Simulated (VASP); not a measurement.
**TiB2: relaxation of cell and atoms with LDA**

TiB2:

```
Ti B
1.0
     3.06575    0.00000    0.00000
    -1.53287    2.65501    0.00000
     0.00000    0.00000    3.27126
Ti B
1 2
Direct
  0.00000 0.00000 0.00000
  0.33333 0.66667 0.50000
  0.66667 0.33333 0.50000
```

- Program: VASP 6.6.1
- Task: relaxation of cell and atoms
- Functional: LDA
- Potentials or basis: VASP PAW LDA potentials, release 64 (Ti_sv, B)
- Cutoff: 600 eV
- k mesh: 12 × 12 × 10
- Occupations: fermi-dirac, width 0.05 eV
- Spin: no spin polarisation
- Dipole correction: no
- Further INCAR settings: ALGO = Normal; EDIFF = 1e-06; IBRION = 2; EDIFFG = -0.005; NSW = 100; ISIF = 3

* Relaxed volume: 8.19 Å³/atom
* Relaxed cell: a = 2.996 Å, b = 2.996 Å, c = 3.162 Å, α = 90.00°, β = 90.00°, γ = 120.00°
* Space group after relaxing (to 0.1 Å): P6/mmm (No. 191)
* Energy gained by relaxing: 43.1 meV/atom
* Ionic steps: 8
* Pressure after relaxing: -0.1 GPa
* Band gap on the k mesh: zero (bands 9 and 10 overlap by 0.56 eV)

Step by step:
| step | energy change (eV) | largest force (eV/Å) | pressure (GPa) | volume (Å³) |
| --- | --- | --- | --- | --- |
| 1 | 0.0000 | 0.0000 | -18.91 | 26.63 |
| 2 | 0.0064 | 0.0000 | 24.93 | 22.79 |
| 3 | -0.1268 | 0.0000 | -0.28 | 24.64 |
| 4 | -0.1268 | 0.0000 | 0.10 | 24.60 |
| 5 | -0.1293 | 0.0000 | 0.17 | 24.56 |
| 6 | -0.1293 | 0.0000 | 0.19 | 24.56 |
| 7 | -0.1293 | 0.0000 | -0.13 | 24.59 |
| 8 | -0.1293 | 0.0000 | -0.08 | 24.58 |

Final structure:
```
CELL_PARAMETERS angstrom
2.99570 0.00000 0.00000
-1.49785 2.59436 0.00000
0.00000 0.00000 3.16224
ATOMIC_POSITIONS crystal
Ti 0.00000 0.00000 0.00000
B 0.33333 0.66667 0.50000
B 0.66667 0.33333 0.50000
```

Levels at points of the mesh, in eV from the Fermi level:
| k point | band 7 | band 8 | band 9 | band 10 | band 11 | band 12 |
| --- | --- | --- | --- | --- | --- | --- |
| (0.00, 0.00, 0.00) | -2.76 | -2.21 | -2.17 | 1.99 | 1.99 | 3.89 |
| (0.50, 0.00, 0.00) | -3.32 | -3.28 | -2.39 | 1.41 | 2.85 | 3.38 |
| (0.00, 0.00, 0.50) | -0.58 | -0.58 | -0.27 | -0.27 | 0.43 | 0.43 |
| (0.50, 0.00, 0.50) | -4.83 | -3.96 | -3.08 | 2.67 | 3.06 | 4.86 |

Run time: 3.6 min on 1 thread of Intel Xeon 8259CL (shared host), peak memory 0.18 GiB.
